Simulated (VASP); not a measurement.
# SnTe in VASP: notebook, part 2 of 2

VASP 6.6.1. The steps go on from the part before.

## 4. Single point, PBE (strain +0.025 along x and y, +0.025 along z)

Input file INCAR:

```
SYSTEM = SnTe
ALGO     = Normal         ! electronic algorithm
EDIFF    = 1E-6           ! SCF threshold, eV
ENCUT    = 520            ! plane-wave cutoff, eV
GGA      = PE             ! functional
ISIF     = 2              ! what is computed and relaxed
ISMEAR   = 0              ! smearing method
LASPH    = .TRUE.         ! aspherical terms in the spheres
LCHARG   = .TRUE.         ! write CHGCAR
LELF     = .TRUE.         ! ELF
LREAL    = .FALSE.        ! projectors in reciprocal space
LVHAR    = .TRUE.       
LWAVE    = .FALSE.        ! write WAVECAR
NBANDS   = 17             ! bands
NELM     = 100            ! most SCF steps
PREC     = Accurate       ! precision mode
SIGMA    = 0.03           ! smearing width, eV
```

Input file KPOINTS:

```
k-points
0
G
  10 10 10
  0 0 0
```

Input file POSCAR:

```
SnTe
1.0
    0.0000000000      3.2354125000      3.2354125000
    3.2354125000      0.0000000000      3.2354125000
    3.2354125000      3.2354125000      0.0000000000
Sn Te
1 1
Direct
    0.0000000000      0.0000000000      0.0000000000
    0.5000000000      0.5000000000      0.5000000000
```

Potentials or basis: VASP PAW PBE potentials, release 64 (Sn_d, Te).

The run is started by

```bash
$ cat potpaw_PBE.64/Sn_d/POTCAR potpaw_PBE.64/Te/POTCAR > POTCAR
$ mpirun -np 1 vasp_std > vasp.out
```

OUTCAR:

```text
SYSTEM = SnTe
   EDIFF = 1E-6
   ENCUT = 520
   GGA = PE
   ISIF = 2
   ISMEAR = 0
   LASPH = .TRUE.
   LREAL = .FALSE.
   NELM = 100
   PREC = Accurate

 ion  position               nearest neighbor table
   1  0.000  0.000  0.000-   2 3.24   2 3.24   2 3.24   2 3.24   2 3.24   2 3.24
   2  0.500  0.500  0.500-   1 3.24   1 3.24   1 3.24   1 3.24   1 3.24   1 3.24

  LATTYP: Found a face centered cubic cell.
 ALAT       =     6.4708250000

  Lattice vectors:

 A1 = (   0.0000000000,   3.2354125000,   3.2354125000)
 A2 = (   3.2354125000,   0.0000000000,   3.2354125000)
 A3 = (   3.2354125000,   3.2354125000,   0.0000000000)

Analysis of symmetry for initial positions (statically):
=====================================================================
 Subroutine PRICEL returns:
 Original cell was already a primitive cell.

 Routine SETGRP: Setting up the symmetry group for a
 face centered cubic supercell.

 Subroutine GETGRP returns: Found 48 space group operations
 (whereof 48 operations were pure point group operations)
 out of a pool of 48 trial point group operations.

The static configuration has the point symmetry O_h .

Analysis of symmetry for dynamics (positions and initial velocities):
=====================================================================
 Subroutine PRICEL returns:
 Original cell was already a primitive cell.

 Routine SETGRP: Setting up the symmetry group for a
 face centered cubic supercell.

 Subroutine GETGRP returns: Found 48 space group operations
 (whereof 48 operations were pure point group operations)
 out of a pool of 48 trial point group operations.

The dynamic configuration has the point symmetry O_h .

 Subroutine INISYM returns: Found 48 space group operations
 (whereof 48 operations are pure point group operations),
 and found     1 'primitive' translations

----------------------------------------------------------------------------------------

                                     Primitive cell
[... 105 lines left out ...]
   EFERMI =   0.00;   METHOD = LEGACY
   ISMEAR =     0;   SIGMA  =   0.03  broadening in eV -4-tet -1-fermi 0-gaus
   EFERMI_NEDOS =   21; number of points for ismear=-14 and -15
   IALGO  =     38    algorithm
   IMIX   =      4    mixing-type and parameters
     AMIX     =   0.40;   BMIX     =  1.00
     AMIX_MAG =   1.60;   BMIX_MAG =  1.00
  volume/ion in A,a.u.               =      33.87       228.55
  Fermi-wavevector in a.u.,A,eV,Ry     =   1.090131  2.060048 16.168954  1.188385
  Thomas-Fermi vector in A             =   2.226349
   LORBIT       =      0    0 simple, 1 ext, 2 COOP (PROOUT), +10 PAW based schemes
   GGA     = PE    functional components
   LHFCALC =     F    Hartree Fock is set to
   AEXX    =    0.0000 exact exchange contribution
   IVDW    =     0    specifies the selected vdW correction
   LEPSILON=     F    determine dielectric tensor
   LRPA    =     F    only Hartree local field effects (RPA)
 non-spin polarized calculation
 Gauss-broadening in eV      SIGMA  =   0.03
  energy-cutoff  :      520.00
  volume of cell :       67.74
 maximum number of plane-waves:      1850
 NGX is ok and might be reduce to    36
   NGX = 17   NGY = 17   NGZ = 17

 number of electron      20.0000004 magnetization

 Free energy of the ion-electron system (eV)
  ---------------------------------------------------
  ext. energy  EPLUGINS =         0.00000000
  ---------------------------------------------------
  free energy    TOTEN  =        -7.55859643 eV

  energy without entropy =       -7.55859497  energy(sigma->0) =       -7.55859570

 E-fermi :   5.9963     XC(G=0):  -9.1410

 val. band max:        5.9324462236   @ k =   0.5000   0.0000   0.0000
 cond. band min:       6.0601923557   @ k =   0.5000   0.0000   0.0000
 fundamental gap:      0.1277461321
 Fermi energy:         5.9963192698

 k-point     1 :       0.0000    0.0000    0.0000
  band No.  band energies     occupation
      1     -15.8856      2.00000
      2     -15.8856      2.00000
      3     -15.8840      2.00000
      4     -15.8840      2.00000
      5     -15.8840      2.00000
      6      -6.2418      2.00000
[... 457 lines left out ...]
      4     -15.8782      2.00000
      5     -15.8780      2.00000
      6      -5.2298      2.00000
[... 9 lines left out ...]
     16      14.9769      0.00000
     17      15.4863      0.00000

 [... further k-points ...]
[... 5 lines left out ...]
  --------------------------------------------------------------------------------------
  -------------------------------------------------------------------------------------
  Total       -0.4778637     -0.4778637     -0.4778637      0.0000000     -0.0000000     -0.0000000
  in kB      -11.3030498    -11.3030498    -11.3030498      0.0000000     -0.0000000     -0.0000000
  external PRESSURE =     -11.3030498 kB  Pullay stress =       0.0000000 kB

 VOLUME and BASIS-vectors are now :
 -----------------------------------------------------------------------------
  energy-cutoff  :      520.00
  volume of cell :       67.74
      direct lattice vectors                 reciprocal lattice vectors
     0.000000000  3.235412500  3.235412500    -0.154539800  0.154539800  0.154539800
     3.235412500  0.000000000  3.235412500     0.154539800 -0.154539800  0.154539800
     3.235412500  3.235412500  0.000000000     0.154539800  0.154539800 -0.154539800

 POSITION                                       TOTAL-FORCE (eV/Angst)
 -----------------------------------------------------------------------------------
      0.00000      0.00000      0.00000         0.000000      0.000000     -0.000000
      3.23541      3.23541      3.23541         0.000000      0.000000      0.000000
 -----------------------------------------------------------------------------------
    total drift:                               -0.000000      0.000000      0.000000

  FREE ENERGIE OF THE ION-ELECTRON SYSTEM (eV)
  ---------------------------------------------------
  free  energy   TOTEN  =        -7.5585964268 eV

  energy  without entropy=       -7.5585949716  energy(sigma->0) =       -7.55859570
```

Run time: 24 s. Hardware: 1 thread of Intel Xeon 6975P-C (Granite Rapids), shared host; peak memory 0.23 GiB.

Results:

| Property | Result |
| --- | --- |
| Free energy | -7.5586 eV |
| Pressure | -1.1 GPa |
| Band gap on the k mesh | 0.13 eV, direct |

Caveat: the cell differs from its parent crystal (strain +0.025 along x and y, +0.025 along z); spin-orbit coupling is left out, which moves the levels of the heavy elements.

## 5. Single point, PBE (strain +0.050 along x and y, +0.050 along z)

Input file INCAR:

```
  ALGO = Normal
  EDIFF = 1E-6
  ENCUT = 520
  GGA = PE
  ISIF = 2
  ISMEAR = 0
  LASPH = True
  LCHARG = True
  LELF = True
  LREAL = False
  LVHAR = True
  LWAVE = False
  NBANDS = 17
  NELM = 80
  PREC = Accurate
  SIGMA = 0.03
```

Input file KPOINTS:

```
k-points
0
Gamma
  10 10 10
```

Input file POSCAR:

```
SnTe
1.0
    0.0000000000      3.3143250000      3.3143250000
    3.3143250000      0.0000000000      3.3143250000
    3.3143250000      3.3143250000      0.0000000000
Sn Te
1 1
Direct
    0.0000000000      0.0000000000      0.0000000000
    0.5000000000      0.5000000000      0.5000000000
```

The run is started by

```bash
$ cat potpaw_PBE.64/Sn_d/POTCAR potpaw_PBE.64/Te/POTCAR > POTCAR
$ mpirun -np 1 vasp_std > vasp.out
```

It took 24 s on 1 thread of Intel Xeon 6975P-C (Granite Rapids), shared host; peak memory 0.23 GiB.

It converged, with:

```
Free energy            : -7.4876 eV
Pressure               : -3.3 GPa
Band gap on the k mesh : 0.30 eV, direct
```

Levels at points of the mesh, in eV from the valence-band top:
| k point | band 8 | band 9 | band 10 | band 11 | band 12 | band 13 |
| --- | --- | --- | --- | --- | --- | --- |
| (0.00, 0.00, 0.00) | -1.55 | -1.55 | -1.55 | 3.22 | 3.22 | 3.22 |
| (0.50, 0.00, 0.00) | -1.24 | -1.24 | 0.00 | 0.30 | 0.77 | 0.77 |
| (0.50, 0.50, 0.00) | -4.36 | -2.85 | -2.85 | 2.94 | 4.42 | 4.42 |

Caveat: the cell differs from its parent crystal (strain +0.050 along x and y, +0.050 along z); spin-orbit coupling is left out, which moves the levels of the heavy elements. A k mesh can miss the band edges.

## 6. Single point, PBE (strain -0.050 along x and y, -0.025 along z)

Input file INCAR:

```
PREC     = Accurate       # precision mode
ENCUT    = 520            # plane-wave cutoff, eV
EDIFF    = 1E-6           # SCF threshold, eV
ISMEAR   = 0              # smearing method
SIGMA    = 0.03           # smearing width, eV
LREAL    = False          # projectors in reciprocal space
LASPH    = True           # aspherical terms in the spheres
NELM     = 100            # most SCF steps
ALGO     = Normal         # electronic algorithm
ISIF     = 2              # what is computed and relaxed
LWAVE    = False          # write WAVECAR
LCHARG   = False          # write CHGCAR
GGA      = PE             # functional
NBANDS   = 17             # bands
```

Input file KPOINTS:

```
Automatic mesh
0
Gamma
  10 10 10
```

Input file POSCAR:

```
SnTe
1.0
    0.0000000000      2.9986750000      3.0775875000
    2.9986750000      0.0000000000      3.0775875000
    2.9986750000      2.9986750000      0.0000000000
Sn Te
1 1
Direct
    0.0000000000      0.0000000000      0.0000000000
    0.5000000000      0.5000000000      0.5000000000
```

Potentials or basis: VASP PAW PBE potentials, release 64 (Sn_d, Te).

The run is started by

```bash
$ cat potpaw_PBE.64/Sn_d/POTCAR potpaw_PBE.64/Te/POTCAR > POTCAR
$ mpirun -np 1 vasp_std > vasp.out
```

Run time: 24 s. Hardware: 1 thread of Intel Xeon 6975P-C (Granite Rapids), shared host; peak memory 0.24 GiB.

Results (log left out):

| Item | Value |
| --- | --- |
| Free energy | -7.2604 eV |
| Pressure | 10.4 GPa |
| Band gap on the k mesh | 0.14 eV, indirect (least direct gap 0.31 eV) |

Stress tensor (GPa, compression positive):
```
12.20  0.00  0.00
 0.00 12.20  0.00
 0.00  0.00  6.86
```

Levels at points of the mesh, in eV from the valence-band top:
```csv
k point,band 6,band 7,band 8,band 9,band 10,band 11,band 12,band 13,band 14,band 15
"(0.00, 0.00, 0.00)",-13.79,-4.12,-2.59,-2.59,-2.29,3.14,3.85,3.85,4.38,4.58
"(0.50, 0.00, 0.00)",-12.17,-9.08,-2.17,-2.07,-0.14,0.16,0.22,0.44,8.11,8.87
"(0.50, 0.50, 0.00)",-11.86,-6.48,-6.43,-4.33,-4.33,1.71,5.64,5.64,7.09,9.38
"(0.50, 0.00, 0.50)",-11.67,-6.65,-6.53,-4.57,-4.25,1.63,5.14,5.92,7.52,9.30
```

Caveat: the cell differs from its parent crystal (strain -0.050 along x and y, -0.025 along z); spin-orbit coupling is left out, which moves the levels of the heavy elements.

## 7. Summary

| cell | gap on the mesh (eV) | pressure (GPa) |
| --- | --- | --- |
| a = 4.241 Å, angles 60.0°, 2 atoms | 0.19 | 12.6 |
| a = 4.352 Å, angles 60.0°, 2 atoms | 0.28 | 6.4 |
| a = 4.576 Å, angles 60.0°, 2 atoms | 0.13 | -1.1 |
| a = 4.687 Å, angles 60.0°, 2 atoms | 0.30 | -3.3 |
| a = 4.297, b = 4.297, c = 4.241 Å, angles 60.4, 60.4, 59.1°, 2 atoms | 0.14 | 10.4 |

Alike in all rows: task single point; level PBE; potentials or basis VASP PAW PBE potentials, release 64 (Sn_d, Te); no spin polarisation; k mesh 10 × 10 × 10; cutoff (eV) 520; smearing gaussian 0.03 eV.

Caveats: spin-orbit coupling is left out, which moves the levels of the heavy elements.

Total energies depend on the potentials used, so only differences within one code and one set of settings carry meaning.
